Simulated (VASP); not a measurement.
Write the native input for VASP 6.6.1 that does the following.

* Task: single point
* Functional: PBEsol
* Potentials or basis: VASP PAW PBE potentials, release 64 (Cu, O)
* Cutoff: 520 eV
* k mesh: 14 × 14 × 8
* Occupations: gaussian, width 0.1 eV
* Spin: no spin polarisation
* Dipole correction: no
* Further INCAR settings: ALGO = Normal; EDIFF = 1e-07; NBANDS = 25

The structure of CuO lies in POSCAR:

```
CuO
1.0
    1.9634988481     -1.9616042386      0.0416360354
    1.9634988481      1.9616042386      0.0416360354
   -0.1116938192      0.0000000000      5.0911349822
Cu O
2 2
Direct
    0.5000000000      0.0000000000      0.5000000000
    0.0000000000      0.5000000000      0.0000000000
    0.5002282077      0.4997717923      0.2500000000
    0.4997717923      0.5002282077      0.7500000000
```

The input as run:

INCAR

```
SYSTEM = CuO
PREC = Accurate
ENCUT = 520
EDIFF = 1E-7
ISMEAR = 0
SIGMA = 0.1
LREAL = .FALSE.
LASPH = .TRUE.
NELM = 60
ALGO = Normal
ISIF = 2
LWAVE = .FALSE.
LCHARG = .FALSE.
GGA = PS
NBANDS = 25
```

KPOINTS

```
Automatic mesh
0
G
  14 14 8
  0 0 0
```

Potentials or basis: VASP PAW PBE potentials, release 64 (Cu, O).

Run with:

```console
$ cat potpaw_PBE.64/Cu/POTCAR potpaw_PBE.64/O/POTCAR > POTCAR
$ mpirun -np 1 vasp_std > vasp.out
```

Results of the run:

```json
{
  "Pressure": "16.0 GPa",
  "Band gap on the k mesh": "zero (bands 17 and 18 overlap by 1.22 eV)"
}
```

Caveat: the cell stands under pressure; the PAW data sets were made with another functional, which shifts forces and pressure a little; semilocal functionals often make such compounds metallic where correlation or magnetic order opens a gap, which also shifts bond lengths.

Wall time 6.8 min on 1 thread of Intel(R) Xeon(R) Platinum 8375C CPU @ 2.90GHz (Ice Lake), with other jobs on the host, peak memory 0.44 GiB.
